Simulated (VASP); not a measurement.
Set up this calculation in VASP 6.6.1, as the native input.

```
Task                   : single point
Functional             : PBEsol
Potentials or basis    : VASP PAW PBE potentials, release 64 (Nb_sv, Ru_pv)
Cutoff                 : 500 eV
k mesh                 : 9 × 9 × 9
Occupations            : fermi-dirac, width 0.1 eV
Spin                   : no spin polarisation
Dipole correction      : no
Further INCAR settings : ALGO = Normal; EDIFF = 1e-06; NBANDS = 20
```

The structure of NbRu lies in POSCAR:

```
NbRu
1.0
    3.2103152429      0.0000000000      0.0000000000
    0.0000000000      3.2103152429      0.0000000000
    0.0000000000      0.0000000000      3.2103152429
Nb Ru
1 1
Direct
    0.0000000000      0.0000000000      0.0000000000
    0.5000000000      0.5000000000      0.5000000000
```

The input as run:

INCAR

```
PREC = Accurate ; ENCUT = 500
EDIFF = 1E-6 ; ISMEAR = -1
SIGMA = 0.1 ; LREAL = F
LASPH = T ; NELM = 120
ALGO = Normal ; ISIF = 2
LWAVE = F ; LCHARG = F
GGA = PS ; NBANDS = 20
GGA_COMPAT = F
```

KPOINTS

```
regular mesh
0
Gamma
  9 9 9
```

Potentials or basis: VASP PAW PBE potentials, release 64 (Nb_sv, Ru_pv).

Run with:

```console
$ cat potpaw_PBE.64/Nb_sv/POTCAR potpaw_PBE.64/Ru_pv/POTCAR > POTCAR
$ mpirun -np 1 vasp_std > vasp.out
```

Results of the run:

```yaml
Pressure: -14.6 GPa
```

Caveat: the PAW data sets were made with another functional, which shifts forces and pressure a little.

Wall time 37 s on 1 thread of Intel Xeon 8259CL, with other jobs on the host, peak memory 0.15 GiB.
